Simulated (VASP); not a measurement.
MnS, 2 atoms in the cell. It takes space group F-43m (No. 216, cubic). Conventional cell: a = 5.553 Å, b = 5.553 Å, c = 5.553 Å, α = 90.00°, β = 90.00°, γ = 90.00°. Within 3.2 Å of Mn (site symmetry -43m) lie 4 S at 2.40 Å. Within 3.2 Å of S (site symmetry -43m) lie 4 Mn at 2.40 Å.  This cell differs from its parent crystal: volume scaled by 0.975.

```yaml
Program: VASP 6.6.1
Task: electric field gradients
Functional: PBE
Potentials_or_basis: VASP PAW PBE potentials, release 64 (Mn_pv, S)
Cutoff: 520 eV
k_mesh: 10 × 10 × 10
Occupations: fermi-dirac, width 0.05 eV
Spin: collinear spin, ferromagnetic start
Starting_moments: "[4.0, 0.0] μB"
Dipole_correction: no
Further_INCAR_settings: ALGO = Normal; EDIFF = 1e-08; NBANDS = 20
```

Potentials or basis: VASP PAW PBE potentials, release 64 (Mn_pv, S).

Run with:

```sh
$ cat potpaw_PBE.64/Mn_pv/POTCAR potpaw_PBE.64/S/POTCAR > POTCAR
$ mpirun -np 1 vasp_std > vasp.out
```

Hardware: 1 thread of Intel Xeon 6975P-C, on a shared host.

Estimate the wall time of this run.

It took 87 s on 1 thread of Intel Xeon 6975P-C, on a shared host, peak memory 0.22 GiB. Counts: scf iterations 19, k points 47.
